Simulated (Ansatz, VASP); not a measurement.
## One calculation of MnS, two programs

Contents of INCAR:

```
ALGO = Normal ; EDIFF = 1E-6
ENCUT = 520 ; ISIF = 2
ISMEAR = 1 ; ISPIN = 2
LASPH = True ; LCHARG = False
LDAU = True ; LDAUJ = 0.9 0
LDAUL = 2 -1 ; LDAUPRINT = 1
LDAUTYPE = 1 ; LDAUU = 4.9 0
LMAXMIX = 4 ; LORBIT = 11
LREAL = False ; LWAVE = False
MAGMOM = 2.8 0 ; NBANDS = 20
NELM = 150 ; PREC = Accurate
SIGMA = 0.1
```

KPOINTS

```
k-points
0
Gamma
  7 7 7
```

File POSCAR:

```
MnS
1.0
    0.0000000000      2.8368463307      2.8368463307
    2.8368463307      0.0000000000      2.8368463307
    2.8368463307      2.8368463307      0.0000000000
Mn S
1 1
Direct
    0.0000000000      0.0000000000      0.0000000000
    0.2500000000      0.2500000000      0.2500000000
```

Input for Ansatz:

```yaml
crystal:
  lattice:
    - [0.0, 2.836846330696496, 2.836846330696496]
    - [2.836846330696496, 0.0, 2.836846330696496]
    - [2.836846330696496, 2.836846330696496, 0.0]
  atoms:
    - { symbol: Mn, position: [0.0, 0.0, 0.0], spin: 2.8 }
    - { symbol: S, position: [0.25, 0.25, 0.25] }
basis:
  ecutwfc: 500.0
kpoints:
  mp_grid:
    grid: [7, 7, 7]
hamiltonian:
  xc: lda
  pseudopotentials:
    kind: paw
  hubbard:
    - { species: Mn, l: d, u: 4.9, j: 0.9 }
magnetization:
  spin_polarized: true
scf:
  occupations:
    method: cold
    width: 0.1
```

Alike in both runs: task single point; functional LDA; k mesh 7 × 7 × 7; collinear spin; Hubbard terms Mn d U = 4.9 eV, J = 0.9 eV.

|  | VASP | Ansatz |
| --- | --- | --- |
| version | VASP 6.6.1 | Ansatz 0.2.0 |
| potentials or method | VASP PAW LDA potentials, release 64 (Mn_pv, S), cutoff 520 eV | plane waves, PAW |
| occupations | methfessel-paxton of order 1, width 0.1 eV | cold, width 0.1 eV |
| valence electrons in the cell | 19 | 21 |

Ansatz gave:

```
net moment per atom (μB)                                      : 2.50
size of the moment on the site where the two differ most (μB) : 4.36
```

Which values does VASP return?

net moment per atom (μB): 2.50; size of the moment on the site where the two differ most (μB): 4.54.

LDA's correlation is that of Perdew and Zunger in VASP and of Perdew and Wang (1992) in Ansatz. Site moments also hang on the region over which each program counts them. The programs project onto different local orbitals, so the same U acts differently, and such runs can settle in different states. VASP's potentials hold 19 valence electrons a cell and Ansatz's 21, so a difference there can come from the potentials and not from the codes. Ansatz's warnings: stability check not made.
